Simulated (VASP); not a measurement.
Here is a VASP 6.6.1 calculation.

Contents of INCAR:

```
PREC = Accurate
ENCUT = 520
EDIFF = 1E-6
ISMEAR = 0
SIGMA = 0.1
LREAL = False
LASPH = True
NELM = 100
ALGO = Normal
ISIF = 2
LWAVE = False
LCHARG = True
GGA = PE
LELF = True
LVHAR = True
NBANDS = 24
```

Contents of KPOINTS:

```
Automatic mesh
0
Gamma
  4 4 4
```

The input POSCAR:

```
B7Se
1.0
    4.2040554775      0.0000000000      0.0000000000
    0.0000000000      4.2040554775      0.0000000000
    0.0000000000      0.0000000000      4.2040554775
B Se
7 1
Direct
    0.2985270949      0.2985270949      0.2985270949
    0.0000000000      0.5000000000      0.5000000000
    0.5000000000      0.5000000000      0.0000000000
    0.5000000000      0.0000000000      0.5000000000
    0.7014729051      0.2985270949      0.7014729051
    0.7014729051      0.7014729051      0.2985270949
    0.2985270949      0.7014729051      0.7014729051
    0.0000000000      0.0000000000      0.0000000000
```

Potentials or basis: VASP PAW PBE potentials, release 64 (B, Se).

Run with:

```console
$ cat potpaw_PBE.64/B/POTCAR potpaw_PBE.64/Se/POTCAR > POTCAR
$ mpirun -np 1 vasp_std > vasp.out
```

Problem. What does it give for the largest force?

Solution. 0.059 eV/Å.

Problem. What does it give for the pressure?

Solution. 0.0 GPa.

Forces in eV/Å, atoms in the order of the input:
```
B    0.034  0.034  0.034
B    0.000  0.000  0.000
B    0.000  0.000  0.000
B    0.000  0.000  0.000
B   -0.034  0.034 -0.034
B   -0.034 -0.034  0.034
B    0.034 -0.034 -0.034
Se   0.000  0.000  0.000
```

Caveat: the k points lie up to 0.37 Å⁻¹ apart.
